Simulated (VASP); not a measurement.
GaN, 2 atoms in the cell. The structure is cubic, space group F-43m (No. 216). The conventional cell has a = 4.498 Å, b = 4.498 Å, c = 4.498 Å, α = 90.00°, β = 90.00°, γ = 90.00°. Within 2.6 Å of Ga (site symmetry -43m) lie 4 N at 1.95 Å. Within 2.6 Å of N (site symmetry -43m) lie 4 Ga at 1.95 Å. 

| Property | Result |
| --- | --- |
| Program | VASP 6.6.1 |
| Task | single point |
| Functional | PBEsol |
| Potentials or basis | VASP PAW PBE potentials, release 64 (Ga_d, N) |
| Cutoff | 600 eV |
| k mesh | 10 × 10 × 10 |
| Occupations | gaussian, width 0.02 eV |
| Spin | no spin polarisation |
| Dipole correction | no |
| Further INCAR settings | ALGO = Normal; EDIFF = 1e-06; NBANDS = 16 |

Potentials or basis: VASP PAW PBE potentials, release 64 (Ga_d, N).

Command:

```bash
$ cat potpaw_PBE.64/Ga_d/POTCAR potpaw_PBE.64/N/POTCAR > POTCAR
$ mpirun -np 1 vasp_std > vasp.out
```

Hardware: 1 thread of AMD EPYC 7R43 64-Core Processor (Zen 3) (shared host).

Problem. How long does it take, and how much memory?

Solution. Run time: 50 s on 1 thread of AMD EPYC 7R43 64-Core Processor (Zen 3), with other jobs on the host, peak memory 0.13 GiB. Counts: scf iterations 13, k points 47.
